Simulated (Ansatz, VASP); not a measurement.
One calculation of Ta, two programs

Contents of INCAR:

```
PREC     = Accurate       # precision mode
ENCUT    = 520            # plane-wave cutoff, eV
EDIFF    = 1E-6           # SCF threshold, eV
ISMEAR   = 0              # smearing method
SIGMA    = 0.15           # smearing width, eV
LREAL    = F              # projectors in reciprocal space
LASPH    = T              # aspherical terms in the spheres
NELM     = 60             # most SCF steps
ALGO     = Fast           # electronic algorithm
ISIF     = 2              # what is computed and relaxed
LWAVE    = F              # write WAVECAR
LCHARG   = F              # write CHGCAR
GGA      = PS             # functional
NBANDS   = 12             # bands
```

The input KPOINTS:

```
Automatic mesh
0
Gamma
  20 20 20
```

File POSCAR:

```
Ta
1.0
   -1.7503568000      1.6512800000      1.6512800000
    1.7503568000     -1.6512800000      1.6512800000
    1.7503568000      1.6512800000     -1.6512800000
Ta
1
Direct
    0.0000000000      0.0000000000      0.0000000000
```

Input for Ansatz:

```yaml
crystal:
  lattice:
    - [-1.7503568, 1.65128, 1.65128]
    - [1.7503568, -1.65128, 1.65128]
    - [1.7503568, 1.65128, -1.65128]
  atoms:
    - { symbol: Ta, position: [0.0, 0.0, 0.0] }
basis:
  ecutwfc: 420
kpoints:
  mp_grid: { grid: [20, 20, 20] }
hamiltonian:
  xc: pbesol
scf:
  occupations: { method: gaussian, width: 0.15 }
output:
  forces: true
  stress: true
  eigenvalues: true
```

Change from the starting cell: strain +0.0600 x Voigt [1, 0, 0, 0, 0, 0], atoms carried along.

Alike in both runs: task single point; functional PBEsol; k mesh 20 × 20 × 20; occupations gaussian, width 0.15 eV; no spin polarisation.

```csv
,VASP,Ansatz
version,VASP 6.6.1,Ansatz 0.2.0
potentials or method,"VASP PAW PBE potentials, release 64 (Ta_pv), cutoff 520 eV","scalar-relativistic, plane waves, PAW"
valence electrons in the cell,11,13
```

```tsv
	VASP	Ansatz	Ansatz less VASP
gap on the k mesh at the Fermi level (eV)	none	none	-
pressure (GPa)	-13.6	-13.6	-0.06
traceless stress, the component that is largest in VASP (GPa)	-3.50	-3.51	-0.003
```

VASP's potentials were made for PBE, not for PBEsol. A gap of «none» marks a metal or a gap that the smearing closes. VASP's potentials hold 11 valence electrons a cell and Ansatz's 13, so a difference there can come from the potentials and not from the codes.

Spin-orbit coupling is off throughout.
